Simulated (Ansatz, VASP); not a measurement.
# Ge in VASP and in Ansatz

Contents of INCAR:

```
SYSTEM = Ge
PREC = Accurate
ENCUT = 600
EDIFF = 1E-6
ISMEAR = -1
SIGMA = 0.05
LREAL = .FALSE.
LASPH = .TRUE.
NELM = 60
ALGO = Normal
ISIF = 3
LWAVE = .FALSE.
LCHARG = .FALSE.
GGA = PS
IBRION = 2
NSW = 60
EDIFFG = -0.005
```

The input KPOINTS:

```
regular mesh
0
G
  13 13 13
  0 0 0
```

Contents of POSCAR:

```
Ge
1.0
    0.0000000000      2.8285347457      2.8285347457
    2.8285347457      0.0000000000      2.8285347457
    2.8285347457      2.8285347457      0.0000000000
Ge
2
Direct
   -0.1250000000     -0.1250000000     -0.1250000000
    0.1250000000      0.1250000000      0.1250000000
```

Input for Ansatz:

```yaml
crystal:
  lattice:
    - [0.0, 2.8285347457, 2.8285347457]
    - [2.8285347457, 0.0, 2.8285347457]
    - [2.8285347457, 2.8285347457, 0.0]
  atoms:
    - { symbol: Ge, position: [-0.125, -0.125, -0.125] }
    - { symbol: Ge, position: [0.125, 0.125, 0.125] }
kpoints:
  mp_grid: { grid: [13, 13, 13] }
scf:
  occupations: { method: fermi_dirac, width: 0.05 }
hamiltonian:
  xc: pbesol
  pseudopotentials: { kind: paw }
output:
  forces: true
  stress: true
  write_density: true
  write_potential: true
  elf: true
  volumetric_format: npy
relax:
  f_tol: 0.005
  max_steps: 40
  cell: {}
```

Alike in both runs: task relaxation of cell and atoms; functional PBEsol; k mesh 13 × 13 × 13; occupations fermi-dirac, width 0.05 eV; no spin polarisation.

```csv
,VASP,Ansatz
version,VASP 6.6.1,Ansatz 0.2.0
potentials or method,"VASP PAW PBE potentials, release 64 (Ge_d)","PAW with Ansatz's default frozen-core files, scalar-relativistic"
plane-wave cutoff (eV),600,420
valence electrons in the cell,28,28
```

VASP gave:

| Quantity | Value |
| --- | --- |
| relaxed volume (Å³/atom) | 22.87 |
| relaxed cell length with the largest relative difference (Å) | 4.014 |

Q: What did Ansatz give for the same quantities?

A: Relaxed volume (Å³/atom): 22.86; relaxed cell length with the largest relative difference (Å): 4.013.

VASP's potentials were made for PBE, not for PBEsol.
